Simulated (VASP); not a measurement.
Here is a VASP 6.6.1 calculation.

The input INCAR:

```
ALGO = Normal
DIPOL = 0.5 0.5 0.500
EDIFF = 1E-6
ENCUT = 520
GGA_COMPAT = F
IDIPOL = 3
ISIF = 2
ISMEAR = -1
LASPH = T
LCHARG = F
LDIPOL = T
LREAL = F
LWAVE = F
NBANDS = 36
NELM = 120
NELMDL = -8
PREC = Accurate
SIGMA = 0.05
```

The input KPOINTS:

```
k-points
0
Gamma
  11 11 1
```

The input POSCAR:

```
NbN
1.0
    3.0798703058      0.0000000000      0.0000000000
    0.0000000000      3.0798703058      0.0000000000
    0.0000000000      0.0000000000     20.3556000000
Nb N
3 3
Direct
    0.2500000000      0.2500000000      0.3987011679
    0.7500000000      0.7500000000      0.5000000027
    0.2500000000      0.2500000000      0.6012988297
    0.7500000000      0.7500000000      0.3880374098
    0.2500000000      0.2500000000      0.4999999972
    0.7500000000      0.7500000000      0.6119625927
```

Potentials or basis: VASP PAW LDA potentials, release 64 (Nb_sv, N).

The run is started by

```bash
$ cat potpaw_LDA.64/Nb_sv/POTCAR potpaw_LDA.64/N/POTCAR > POTCAR
$ mpirun -np 1 vasp_std > vasp.out
```

Task: Predict the largest force.

Result: 0.009 eV/Å.

Task: Predict the band gap on the k mesh.

Result: Zero (bands 27 and 28 overlap by 2.15 eV).

Forces in eV/Å, atoms in the order of the input:
```
Nb   0.000  0.000 -0.004
Nb   0.000  0.000  0.000
Nb   0.000  0.000  0.004
N    0.000  0.000 -0.009
N    0.000  0.000  0.000
N    0.000  0.000  0.009
```
